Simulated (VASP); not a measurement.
# FeO (Wuestite) (Fm-3m) in VASP: a series of runs

Aim: see how the results for FeO (Wuestite) move with the level of theory and the settings. Levels: BLYP+D4, LDA. Tasks: single point.

All numbers are computed with VASP 6.6.1; they aren't measurements. Logs are shortened: lines on timing, memory, paths and dates and some standing lists are left out, and cuts for length are marked.

## 1. The cell of the first run

The structure is cubic, space group Fm-3m (No. 225). The conventional cell has a = 4.339 Å, b = 4.339 Å, c = 4.339 Å, α = 90.00°, β = 90.00°, γ = 90.00°. Fe (site symmetry m-3m) has 6 O at 2.17 Å within 2.9 Å. O (site symmetry m-3m) has 6 Fe at 2.17 Å within 2.9 Å.

## 2. Single point, BLYP+D4, collinear spin, ferromagnetic start

Input file INCAR:

```
AGGAC    = 1.0          
AGGAX    = 1.0          
ALDAC    = 0.0          
ALDAX    = 1.0          
ALGO     = Normal         # electronic algorithm
EDIFF    = 1E-6           # SCF threshold, eV
ENCUT    = 520            # plane-wave cutoff, eV
GGA      = B5             # functional
ISIF     = 2              # what is computed and relaxed
ISMEAR   = -1             # smearing method
ISPIN    = 2              # spin polarisation
IVDW     = 13             # dispersion correction
LASPH    = True           # aspherical terms in the spheres
LCHARG   = False          # write CHGCAR
LMAXMIX  = 4              # l up to which the mixer works
LORBIT   = 11             # projections on sites
LREAL    = False          # projectors in reciprocal space
LWAVE    = False          # write WAVECAR
MAGMOM   = 3 0            # initial moments
NBANDS   = 18             # bands
NELM     = 150            # most SCF steps
PREC     = Accurate       # precision mode
SIGMA    = 0.05           # smearing width, eV
VDW_A1   = 0.44488865   
VDW_A2   = 4.0933009    
VDW_S6   = 1.0          
VDW_S8   = 2.34076671
```

Input file KPOINTS:

```
k-points
0
Gamma
  11 11 11
```

Input file POSCAR:

```
FeO
1.0
    0.0000000000      2.1696745882      2.1696745882
    2.1696745882      0.0000000000      2.1696745882
    2.1696745882      2.1696745882      0.0000000000
Fe O
1 1
Direct
    0.0000000000      0.0000000000      0.0000000000
    0.5000000000      0.5000000000      0.5000000000
```

Potentials or basis: VASP PAW PBE potentials, release 64 (Fe, O).

Run with:

```
> cat potpaw_PBE.64/Fe/POTCAR potpaw_PBE.64/O/POTCAR > POTCAR
> mpirun -np 1 vasp_std > vasp.out
```

OUTCAR:

```text
EDIFF = 1E-6
   ENCUT = 520
   GGA = B5
   ISIF = 2
   ISMEAR = -1
   ISPIN = 2
   IVDW = 13
   LASPH = True
   LORBIT = 11
   LREAL = False
   NELM = 150
   PREC = Accurate

 ion  position               nearest neighbor table
   1  0.000  0.000  0.000-   2 2.17   2 2.17   2 2.17   2 2.17   2 2.17   2 2.17
   2  0.500  0.500  0.500-   1 2.17   1 2.17   1 2.17   1 2.17   1 2.17   1 2.17

  LATTYP: Found a face centered cubic cell.
 ALAT       =     4.3393491764

  Lattice vectors:

 A1 = (   0.0000000000,   2.1696745882,   2.1696745882)
 A2 = (   2.1696745882,   0.0000000000,   2.1696745882)
 A3 = (   2.1696745882,   2.1696745882,   0.0000000000)

Analysis of symmetry for initial positions (statically):
=====================================================================
 Subroutine PRICEL returns:
 Original cell was already a primitive cell.

 Routine SETGRP: Setting up the symmetry group for a
 face centered cubic supercell.

 Subroutine GETGRP returns: Found 48 space group operations
 (whereof 48 operations were pure point group operations)
 out of a pool of 48 trial point group operations.

The static configuration has the point symmetry O_h .

Analysis of symmetry for dynamics (positions and initial velocities):
=====================================================================
 Subroutine PRICEL returns:
 Original cell was already a primitive cell.

 Routine SETGRP: Setting up the symmetry group for a
 face centered cubic supercell.

 Subroutine GETGRP returns: Found 48 space group operations
 (whereof 48 operations were pure point group operations)
 out of a pool of 48 trial point group operations.

The dynamic configuration has the point symmetry O_h .

Analysis of structural, dynamic, and magnetic symmetry:
=====================================================================
 Subroutine PRICEL returns:
 Original cell was already a primitive cell.

 Routine SETGRP: Setting up the symmetry group for a
 face centered cubic supercell.

 Subroutine GETGRP returns: Found 48 space group operations
 (whereof 48 operations were pure point group operations)
 out of a pool of 48 trial point group operations.

The overall configuration has the point symmetry O_h .

 Subroutine INISYM returns: Found 48 space group operations
 (whereof 48 operations are pure point group operations),
 and found     1 'primitive' translations

----------------------------------------------------------------------------------------

                                     Primitive cell

  volume of cell :      20.4274
[... 111 lines left out ...]
  Fermi-wavevector in a.u.,A,eV,Ry     =   1.443376  2.727586 28.345496  2.083335
  Thomas-Fermi vector in A             =   2.561791
   LORBIT       =     11    0 simple, 1 ext, 2 COOP (PROOUT), +10 PAW based schemes
   GGA     = B5    functional components
   LHFCALC =     F    Hartree Fock is set to
   AEXX    =    0.0000 exact exchange contribution
   IVDW    =    13    specifies the selected vdW correction
   LEPSILON=     F    determine dielectric tensor
   LRPA    =     F    only Hartree local field effects (RPA)
 spin polarized calculation
  energy-cutoff  :      520.00
  volume of cell :       20.43
 maximum number of plane-waves:       560
   NGX = 11   NGY = 11   NGZ = 11

 number of electron      14.0000001 magnetization       3.9990644

 Free energy of the ion-electron system (eV)
  ---------------------------------------------------
  ext. energy  EPLUGINS =         0.00000000
  ---------------------------------------------------
  free energy    TOTEN  =       -13.89026199 eV

  energy without entropy =      -13.87747791  energy(sigma->0) =      -13.88386995

 E-fermi :   6.2609     XC(G=0): -11.4686

 val. band max:        6.2407554612   @ k =  -0.1818   0.1818   0.0000
 cond. band min:       6.2638110227   @ k =  -0.2727   0.3636   0.0909
 fundamental gap:      0.0230555615
 Fermi energy:         6.2608867959

 spin component 1

 k-point     1 :       0.0000    0.0000    0.0000
  band No.  band energies     occupation
      1     -14.1128      1.00000
      2       2.5746      1.00000
      3       2.5746      1.00000
      4       2.5747      1.00000
      5       2.5960      1.00000
      6       2.5960      1.00000
[... 493 lines left out ...]
     17      32.7343      0.00000
     18      34.6055      0.00000

 [... further k-points ...]

 spin component 2

 k-point     1 :       0.0000    0.0000    0.0000
  band No.  band energies     occupation
      1     -13.5766      1.00000
      2       3.1674      1.00000
      3       3.1674      1.00000
      4       3.1674      1.00000
      5       5.5547      1.00000
      6       5.5549      1.00000
[... 493 lines left out ...]
     17      33.3672      0.00000
     18      35.2542      0.00000

 [... further k-points ...]

------------------------ aborting loop because EDIFF is reached ----------------------------------------

  DFT-D4 for vdW energy calculation

  Edisp (eV):   -1.26516

  FORCE on cell =-STRESS in cart. coord.  units (eV):
  Direction    XX          YY          ZZ          XY          YZ          ZX
  --------------------------------------------------------------------------------------
  -------------------------------------------------------------------------------------
  Total      -0.67328    -0.67328    -0.67328    -0.00000    -0.00000    -0.00000
  in kB     -52.80698   -52.80698   -52.80698    -0.00000    -0.00000    -0.00000
  external pressure =      -52.81 kB  Pullay stress =        0.00 kB

 VOLUME and BASIS-vectors are now :
 -----------------------------------------------------------------------------
  energy-cutoff  :      520.00
  volume of cell :       20.43
      direct lattice vectors                 reciprocal lattice vectors
     0.000000000  2.169674588  2.169674588    -0.230449305  0.230449305  0.230449305
     2.169674588  0.000000000  2.169674588     0.230449305 -0.230449305  0.230449305
     2.169674588  2.169674588  0.000000000     0.230449305  0.230449305 -0.230449305

 POSITION                                       TOTAL-FORCE (eV/Angst)
 -----------------------------------------------------------------------------------
      0.00000      0.00000      0.00000         0.000000      0.000000      0.000000
      2.16967      2.16967      2.16967         0.000000      0.000000      0.000000
 -----------------------------------------------------------------------------------
    total drift:                                0.000000     -0.000000      0.000000

  FREE ENERGIE OF THE ION-ELECTRON SYSTEM (eV)
  ---------------------------------------------------
  free  energy   TOTEN  =       -15.1554245846 eV

  energy  without entropy=      -15.1426405036  energy(sigma->0) =      -15.14903254

 total charge

# of ion       s       p       d       tot
------------------------------------------
    1        0.278   0.338   6.109   6.725
    2        1.549   3.451   0.000   4.999
--------------------------------------------------
tot          1.827   3.789   6.109  11.725

 magnetization (x)

# of ion       s       p       d       tot
------------------------------------------
    1        0.022   0.017   3.559   3.598
    2        0.030   0.288   0.000   0.318
--------------------------------------------------
tot          0.052   0.305   3.559   3.917
```

OSZICAR:

```text
N       E                     dE             d eps       ncg     rms          rms(c)
DAV:   1     0.708449093255E+02    0.70845E+02   -0.67026E+03  4314   0.895E+02
DAV:   2    -0.118429978702E+02   -0.82688E+02   -0.70554E+02  4164   0.206E+02
DAV:   3    -0.165380911943E+02   -0.46951E+01   -0.45855E+01  4754   0.528E+01
DAV:   4    -0.165729137728E+02   -0.34823E-01   -0.34805E-01  4916   0.432E+00
DAV:   5    -0.165731653915E+02   -0.25162E-03   -0.25161E-03  4746   0.379E-01    0.177E+01
DAV:   6    -0.145089992360E+02    0.20642E+01   -0.15756E+01  5498   0.543E+01    0.196E+01
DAV:   7    -0.139323812690E+02    0.57662E+00   -0.31832E+00  5364   0.338E+01    0.901E+00
DAV:   8    -0.139085114939E+02    0.23870E-01   -0.19111E-01  5192   0.457E+00    0.510E+00
DAV:   9    -0.138986864869E+02    0.98250E-02   -0.97017E-02  6462   0.467E+00    0.126E+00
DAV:  10    -0.138897427011E+02    0.89438E-02   -0.32347E-02  6114   0.357E+00    0.166E-01
DAV:  11    -0.138902266976E+02   -0.48400E-03   -0.28255E-03  4860   0.442E-01    0.865E-02
DAV:  12    -0.138902329463E+02   -0.62487E-05   -0.54497E-05  5998   0.109E-01    0.446E-02
DAV:  13    -0.138902619781E+02   -0.29032E-04   -0.53030E-05  5126   0.731E-02    0.136E-02
DAV:  14    -0.138902619947E+02   -0.16642E-07   -0.34451E-06  4694   0.207E-02
   1 F= -.15155425E+02 E0= -.15149033E+02  d E =-.127841E-01  mag=     3.9995
```

stdout:

```text
POSCAR found type information on POSCAR FeO
 POSCAR found :  2 types and       2 ions
 scaLAPACK will be used
 -----------------------------------------------------------------------------
|                                                                             |
|                                                                             |
|     You enforced a specific xc type in the INCAR file but a different       |
|     I HOPE YOU KNOW WHAT YOU ARE DOING!                                     |
|                                                                             |
 -----------------------------------------------------------------------------

 LDA part: xc-table for (Slater(with rela. corr.)+VWN5), standard interpolation
 POSCAR, INCAR and KPOINTS ok, starting setup
 FFT: planning ... GRIDC
 FFT: planning ... GRID_SOFT
 FFT: planning ... GRID
 WAVECAR not read
 entering main loop
```

It took 72 s on 1 thread of Intel Xeon Platinum 8259CL at 2.50GHz (Skylake/Cascade Lake), shared host; peak memory 0.17 GiB.

Results:

```
Free energy                                           : -15.1554 eV
Pressure                                              : -5.3 GPa
Band gap on the k mesh                                : zero (filled and empty bands overlap)
Net moment                                            : 4.00 μB per cell
Site moments                                          : Fe +3.60; O +0.32 μB
Valence electrons inside the program's atomic spheres : Fe 6.72; O 5.00
Dispersion energy per atom                            : -0.633 eV
```

Caveat: the PAW data sets were made with another functional, which shifts forces and pressure a little; a cell with one magnetic atom can't hold antiferromagnetic order, which such compounds often take; semilocal functionals often make such compounds metallic where correlation or magnetic order opens a gap, which also shifts bond lengths; pairwise dispersion overbinds metals, which lowers pressure and volume.

## 3. Single point, LDA, collinear spin, ferromagnetic start

Input file INCAR:

```
PREC = Accurate
ENCUT = 520
EDIFF = 1E-6
ISMEAR = -1
SIGMA = 0.05
LREAL = F
LASPH = T
NELM = 150
ALGO = Normal
ISIF = 2
LWAVE = F
LCHARG = F
ISPIN = 2
MAGMOM = 3 0
LORBIT = 11
LMAXMIX = 4
GGA = CA
NBANDS = 18
```

Input file KPOINTS:

```
Automatic mesh
0
Gamma
  11 11 11
```

POSCAR is that of step 2.

Potentials or basis: VASP PAW LDA potentials, release 64 (Fe, O).

Run with:

```
> cat potpaw_LDA.64/Fe/POTCAR potpaw_LDA.64/O/POTCAR > POTCAR
> mpirun -np 1 vasp_std > vasp.out
```

Wall time 49 s (1 thread of Intel Xeon Platinum 8259CL at 2.50GHz (Skylake/Cascade Lake), shared host); peak memory 0.15 GiB.

The run converged. Its results:

```
Free energy                                           : -16.3661 eV
Pressure                                              : -18.4 GPa
Band gap on the k mesh                                : zero (filled and empty bands overlap)
Net moment                                            : 4.00 μB per cell
Site moments                                          : Fe +3.58; O +0.31 μB
Valence electrons inside the program's atomic spheres : Fe 6.73; O 4.94
```

Levels at points of the mesh, in eV from the Fermi level:
Spin up:
| k point | band 5 | band 6 | band 7 | band 8 | band 9 | band 10 | band 11 | band 12 | band 13 | band 14 |
| --- | --- | --- | --- | --- | --- | --- | --- | --- | --- | --- |
| (0.00, 0.00, 0.00) | -3.59 | -3.59 | -3.59 | -3.34 | -3.34 | 0.13 | 15.33 | 16.84 | 16.84 | 16.84 |
Spin down:
```tsv
k point	band 3	band 4	band 5	band 6	band 7	band 8
(0.00, 0.00, 0.00)	-3.06	-3.06	-0.71	-0.71	-0.71	-0.01
```

Caveat: a cell with one magnetic atom can't hold antiferromagnetic order, which such compounds often take; semilocal functionals often make such compounds metallic where correlation or magnetic order opens a gap, which also shifts bond lengths. With open d or f shells a metallic result of LDA can be an artefact of self-interaction; +U or a hybrid may open a gap.

## 4. Single point, BLYP+D4, collinear spin, ferromagnetic start

This run uses another cell than the first one, of 10.41 Å³/atom, 1.020 times its volume.

Input file INCAR:

```
SYSTEM = FeO
PREC = Accurate
ENCUT = 520
EDIFF = 1E-7
ISMEAR = -1
SIGMA = 0.05
LREAL = .False.
LASPH = .True.
NELM = 150
ALGO = Normal
ISIF = 2
LWAVE = .False.
LCHARG = .True.
ISPIN = 2
MAGMOM = 3 0
LORBIT = 11
LMAXMIX = 4
GGA = B5
ALDAX = 1.0
AGGAX = 1.0
AGGAC = 1.0
ALDAC = 0.0
IVDW = 13
VDW_S6 = 1.0
VDW_S8 = 2.34076671
VDW_A1 = 0.44488865
VDW_A2 = 4.0933009
LELF = .True.
LVHAR = .True.
NBANDS = 18
```

Input file KPOINTS:

```
Automatic mesh
0
Gamma
  11 11 11
  0 0 0
```

Input file POSCAR:

```
FeO
1.0
    0.0000000000      2.1837637790      2.1837637790
    2.1837637790      0.0000000000      2.1837637790
    2.1837637790      2.1837637790      0.0000000000
Fe O
1 1
Direct
    0.0000000000      0.0000000000      0.0000000000
    0.5000000000      0.5000000000      0.5000000000
```

Potentials or basis: VASP PAW PBE potentials, release 64 (Fe, O).

Run with:

```
> cat potpaw_PBE.64/Fe/POTCAR potpaw_PBE.64/O/POTCAR > POTCAR
> mpirun -np 1 vasp_std > vasp.out
```

It took 73 s on 1 thread of Intel Xeon Platinum 8259CL at 2.50GHz (Skylake/Cascade Lake), shared host; peak memory 0.17 GiB.

The run converged. Its results:

```
Free energy                                           : -15.1379 eV
Pressure                                              : -8.3 GPa
Band gap on the k mesh                                : zero (filled and empty bands overlap)
Net moment                                            : 4.00 μB per cell
Site moments                                          : Fe +3.60; O +0.32 μB
Valence electrons inside the program's atomic spheres : Fe 6.70; O 4.99
Dispersion energy per atom                            : -0.622 eV
```

Levels at points of the mesh, in eV from the Fermi level:
Spin up:
| k point | band 5 | band 6 | band 7 | band 8 | band 9 | band 10 | band 11 | band 12 | band 13 | band 14 |
| --- | --- | --- | --- | --- | --- | --- | --- | --- | --- | --- |
| (0.00, 0.00, 0.00) | -3.60 | -3.60 | -3.60 | -3.48 | -3.48 | 0.29 | 16.13 | 17.14 | 17.14 | 17.14 |
Spin down:
| k point | band 1 | band 2 | band 3 | band 4 | band 5 | band 6 | band 7 | band 8 | band 9 | band 10 |
| --- | --- | --- | --- | --- | --- | --- | --- | --- | --- | --- |
| (0.00, 0.00, 0.00) | -19.69 | -3.03 | -3.03 | -3.03 | -0.68 | -0.68 | -0.68 | 0.19 | 0.19 | 1.01 |

Caveat: the PAW data sets were made with another functional, which shifts forces and pressure a little; a cell with one magnetic atom can't hold antiferromagnetic order, which such compounds often take; semilocal functionals often make such compounds metallic where correlation or magnetic order opens a gap, which also shifts bond lengths; pairwise dispersion overbinds metals, which lowers pressure and volume.

## 5. Single point, LDA, collinear spin, ferromagnetic start

This run uses another cell than the first one, of 10.41 Å³/atom, 1.020 times its volume.

Input file INCAR:

```
SYSTEM = FeO
  PREC = Accurate
  ENCUT = 520
  EDIFF = 1E-6
  ISMEAR = -1
  SIGMA = 0.05
  LREAL = .FALSE.
  LASPH = .TRUE.
  NELM = 150
  ALGO = Normal
  ISIF = 2
  LWAVE = .FALSE.
  LCHARG = .FALSE.
  ISPIN = 2
  MAGMOM = 3 0
  LORBIT = 11
  LMAXMIX = 4
  GGA = CA
  NBANDS = 18
```

Input file KPOINTS:

```
regular mesh
0
G
  11 11 11
  0 0 0
```

POSCAR is that of step 4.

Potentials or basis: VASP PAW LDA potentials, release 64 (Fe, O).

Run with:

```
> cat potpaw_LDA.64/Fe/POTCAR potpaw_LDA.64/O/POTCAR > POTCAR
> mpirun -np 1 vasp_std > vasp.out
```

Wall time 36 s (1 thread of Intel Xeon Platinum 8259CL at 2.50GHz (Skylake/Cascade Lake), shared host); peak memory 0.15 GiB.

Results (log left out):

* Free energy: -16.3175 eV
* Pressure: -21.1 GPa
* Band gap on the k mesh: zero (filled and empty bands overlap)
* Net moment: 4.00 μB per cell
* Site moments: Fe +3.58; O +0.31 μB
* Valence electrons inside the program's atomic spheres: Fe 6.70; O 4.93

Levels at points of the mesh, in eV from the Fermi level:
Spin up:
| k point | band 7 | band 8 | band 9 | band 10 | band 11 | band 12 |
| --- | --- | --- | --- | --- | --- | --- |
| (0.00, 0.00, 0.00) | -3.57 | -3.34 | -3.34 | 0.03 | 15.27 | 16.68 |
Spin down:
```tsv
k point	band 3	band 4	band 5	band 6	band 7	band 8
(0.00, 0.00, 0.00)	-3.00	-3.00	-0.69	-0.69	-0.69	-0.01
```

Caveat: a cell with one magnetic atom can't hold antiferromagnetic order, which such compounds often take; semilocal functionals often make such compounds metallic where correlation or magnetic order opens a gap, which also shifts bond lengths.

(Continued in part 2 of 2.)
